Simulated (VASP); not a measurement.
# TiO2: single point with PBE

The system is TiO2.

```
CELL_PARAMETERS angstrom
4.59300 0.00000 0.00000
0.00000 4.59300 0.00000
0.00000 0.00000 2.95900
ATOMIC_POSITIONS crystal
Ti 0.00000 0.00000 0.00000
Ti 0.50000 0.50000 0.50000
O 0.30510 0.30510 0.00000
O 0.19490 0.80510 0.50000
O 0.69490 0.69490 0.00000
O 0.80510 0.19490 0.50000
```

* Program: VASP 6.6.1
* Task: single point
* Functional: PBE
* Potentials or basis: VASP PAW PBE potentials, release 64 (Ti_sv, O)
* Cutoff: 520 eV
* k mesh: 5 × 5 × 7
* Occupations: fermi-dirac, width 0.03 eV
* Spin: collinear spin
* Starting moments: [1.0, 1.0, 0.0, 0.0, 0.0, 0.0] μB
* Dipole correction: no
* Further INCAR settings: ALGO = Normal; EDIFF = 1e-06; NBANDS = 37

- Pressure: 5.9 GPa
- Largest force: 0.140 eV/Å
- Band gap on the k mesh: 1.87 eV
- Net moment: 0.00 μB per cell
- Valence electrons inside the program's atomic spheres: Ti 10.24; O 5.08

Forces in eV/Å, atoms in the order of the input:
```
Ti   0.000  0.000  0.000
Ti   0.000  0.000  0.000
O   -0.099 -0.099  0.000
O    0.099 -0.099  0.000
O    0.099  0.099  0.000
O   -0.099  0.099  0.000
```

Stress tensor (GPa, compression positive):
```
6.12 0.00 0.00
0.00 6.12 0.00
0.00 0.00 5.52
```

Levels at points of the mesh, in eV from the valence-band top:
Spin up:
```csv
k point,band 21,band 22,band 23,band 24,band 25,band 26,band 27,band 28
"(0.00, 0.00, 0.00)",-0.70,-0.44,-0.44,0.00,1.87,2.19,2.41,2.50
```
Spin down:
```csv
k point,band 21,band 22,band 23,band 24,band 25,band 26,band 27,band 28
"(0.00, 0.00, 0.00)",-0.70,-0.44,-0.44,0.00,1.87,2.19,2.41,2.50
```

Wall time 110 s on 1 thread of Intel(R) Xeon(R) Platinum 8259CL CPU @ 2.50GHz (Skylake/Cascade Lake), on a shared host, peak memory 0.24 GiB.

Caveat: the cell stands under pressure. A k mesh can miss the band edges.
